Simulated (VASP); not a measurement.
A run of VASP 6.6.1:

File INCAR:

```
ALGO = Normal ; EDIFF = 1E-6
ENCUT = 520 ; GGA = PE
ISIF = 2 ; ISMEAR = 0
IVDW = 12 ; LASPH = True
LCHARG = False ; LREAL = False
LWAVE = False ; NBANDS = 16
NELM = 60 ; PREC = Accurate
SIGMA = 0.1
```

The input KPOINTS:

```
k-points
0
Gamma
  18 18 6
```

Contents of POSCAR:

```
C
1.0
    1.2335569679     -2.1357661325      0.0000000000
    1.2335569679      2.1357661325      0.0000000000
    0.0000000000      0.0000000000      6.9931714710
C
4
Direct
    0.0833153235      0.9166846765      0.7500000000
    0.5833153235      0.4166846765      0.2500000000
    0.9166846765      0.0833153235      0.2500000000
    0.4166846765      0.5833153235      0.7500000000
```

Potentials or basis: VASP PAW PBE potentials, release 64 (C).

Launch:

```console
$ cat potpaw_PBE.64/C/POTCAR > POTCAR
$ mpirun -np 1 vasp_std > vasp.out
```

Hardware: 1 thread of AMD EPYC 9R45 96-Core Processor (Zen 5) (shared host).

Question: Estimate the wall time of this run.

Answer: Run time: 75 s on 1 thread of AMD EPYC 9R45 96-Core Processor (Zen 5) (shared host), peak memory 0.24 GiB. Counts: scf iterations 12, k points 364.
